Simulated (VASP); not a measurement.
Wanted: the native input for a VASP 6.6.1 run.

- Task: relaxation of cell and atoms
- Functional: LDA
- Potentials or basis: VASP PAW LDA potentials, release 64 (B, P)
- Cutoff: 500 eV
- k mesh: 6 × 6 × 6
- Occupations: gaussian, width 0.01 eV
- Spin: no spin polarisation
- Dipole correction: no
- Further INCAR settings: ALGO = Normal; EDIFF = 1e-07; IBRION = 2; EDIFFG = -0.002; NSW = 80; ISIF = 3

The structure of BP lies in POSCAR:

```
BP
1.0
    0.0000000000      2.2700000000      2.2700000000
    2.2700000000      0.0000000000      2.2700000000
    2.2700000000      2.2700000000      0.0000000000
B P
1 1
Direct
    0.0000000000      0.0000000000      0.0000000000
    0.2500000000      0.2500000000      0.2500000000
```

These files were run (other wordings do the same):

INCAR

```
SYSTEM = BP
PREC     = Accurate       ! precision mode
ENCUT    = 500            ! plane-wave cutoff, eV
EDIFF    = 1E-7           ! SCF threshold, eV
ISMEAR   = 0              ! smearing method
SIGMA    = 0.01           ! smearing width, eV
LREAL    = .False.        ! projectors in reciprocal space
LASPH    = .True.         ! aspherical terms in the spheres
NELM     = 120            ! most SCF steps
ALGO     = Normal         ! electronic algorithm
ISIF     = 3              ! what is computed and relaxed
LWAVE    = .False.        ! write WAVECAR
LCHARG   = .False.        ! write CHGCAR
GGA      = CA             ! functional
IBRION   = 2              ! ionic algorithm
NSW      = 80             ! ionic steps
EDIFFG   = -0.002         ! ionic threshold
GGA_COMPAT= .False.      
NELMIN   = 4
```

KPOINTS

```
regular mesh
0
Gamma
  6 6 6
  0 0 0
```

Potentials or basis: VASP PAW LDA potentials, release 64 (B, P).

Command:

```bash
$ cat potpaw_LDA.64/B/POTCAR potpaw_LDA.64/P/POTCAR > POTCAR
$ mpirun -np 1 vasp_std > vasp.out
```

Results of the run:

| Item | Value |
| --- | --- |
| Relaxed volume | 11.32 Å³/atom |
| Relaxed cell | a = 3.176 Å, b = 3.176 Å, c = 3.176 Å, α = 60.00°, β = 60.00°, γ = 60.00° |
| Space group after relaxing (to 0.05 Å) | F-43m (No. 216) |
| Energy gained by relaxing | 6.5 meV/atom |
| Ionic steps | 3 |
| Pressure after relaxing | 0.0 GPa |
| Band gap on the k mesh | 1.24 eV, indirect (least direct gap 3.43 eV) |

Run time: 2.5 s on 1 thread of Intel(R) Xeon(R) 6975P-C (Granite Rapids) (shared host), peak memory 0.11 GiB.
